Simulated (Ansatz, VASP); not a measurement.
This is a calculation of Be for Ansatz 0.2.0.

Contents of input.yaml:

```yaml
crystal:
  lattice:
    - [2.3153731856, 0.0, 0.0]
    - [-1.1576865928, 2.005171998, 0.0]
    - [0.0, 0.0, 3.6313659352]
  atoms:
    - { symbol: Be, position: [0.6666666667, 0.3333333333, 0.75] }
    - { symbol: Be, position: [0.3333333333, 0.6666666667, 0.25] }
hamiltonian:
  xc: pbesol
  pseudopotentials: { kind: paw }
kpoints:
  mp_grid: { grid: [13, 13, 8] }
scf:
  occupations: { method: fermi_dirac, width: 0.05 }
output:
  forces: true
  stress: true
  eigenvalues: true
```

Potentials or basis: Ansatz PAW.

The run is started by

```sh
$ ansatz run input.yaml --threads 1 --pin off --max-ram 3584MiB --backend cpu --events-out ev --progress --plain --runs-dir out
```

Problem. Translate it to VASP 6.6.1. Potentials there: VASP PAW PBE potentials, release 64 (Be).

Solution. As run (the cutoff follows the program's own potentials):

Contents of INCAR:

```
SYSTEM = Be
ALGO = Normal
EDIFF = 1E-6
ENCUT = 520
GGA = PS
ISIF = 2
ISMEAR = -1
LASPH = .TRUE.
LCHARG = .FALSE.
LREAL = .FALSE.
LWAVE = .FALSE.
NBANDS = 9
NELM = 80
PREC = Accurate
SIGMA = 0.05
```

File KPOINTS:

```
k-points
0
G
  13 13 8
  0 0 0
```

POSCAR

```
Be
1.0
    2.3153731856      0.0000000000      0.0000000000
   -1.1576865928      2.0051719980      0.0000000000
    0.0000000000      0.0000000000      3.6313659352
Be
2
Direct
    0.6666666667      0.3333333333      0.7500000000
    0.3333333333      0.6666666667      0.2500000000
```

Potentials or basis: VASP PAW PBE potentials, release 64 (Be).

The run is started by

```console
$ cat potpaw_PBE.64/Be/POTCAR > POTCAR
$ mpirun -np 1 vasp_std > vasp.out
```

Both were run:

|  | VASP | Ansatz | Ansatz less VASP |
| --- | --- | --- | --- |
| gap on the k mesh at the Fermi level (eV) | none | none | - |
| pressure (GPa) | -7.6 | -7.9 | -0.31 |
| traceless stress, the component that is largest in VASP (GPa) | -0.94 | -0.98 | -0.045 |

VASP's potentials were made for PBE, not for PBEsol. A gap of «none» marks a metal or a gap that the smearing closes.
